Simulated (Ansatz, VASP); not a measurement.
## Two plane-wave programs on Nb

```
CELL_PARAMETERS angstrom
-1.71387 1.71387 1.61403
1.71387 -1.71387 1.61403
1.71387 1.71387 -1.61403
ATOMIC_POSITIONS crystal
Nb 0.00000 0.00000 0.00000
```

Change from the starting cell: strain +0.030 along x and y, -0.030 along z, atoms carried along.

Alike in both runs: task single point; functional PBEsol; k mesh 20 × 20 × 20; occupations gaussian, width 0.15 eV; no spin polarisation.

|  | VASP | Ansatz |
| --- | --- | --- |
| version | VASP 6.6.1 | Ansatz 0.2.0 |
| potentials or method | VASP PAW PBE potentials, release 64 (Nb_sv), cutoff 520 eV | scalar-relativistic, plane waves, PAW |
| valence electrons in the cell | 13 | 13 |

Ansatz gave:

| Quantity | Value |
| --- | --- |
| gap on the k mesh at the Fermi level (eV) | none |
| pressure (GPa) | -12.3 |
| traceless stress, the component that is largest in VASP (GPa) | 3.06 |

What did VASP give for the same quantities?

gap on the k mesh at the Fermi level (eV): none; pressure (GPa): -12.6; traceless stress, the component that is largest in VASP (GPa): 3.05.

VASP's potentials were made for PBE, not for PBEsol. A gap of «none» marks a metal or a gap that the smearing closes. The functional is the same, so the differences come from potentials, cutoffs and numerics.
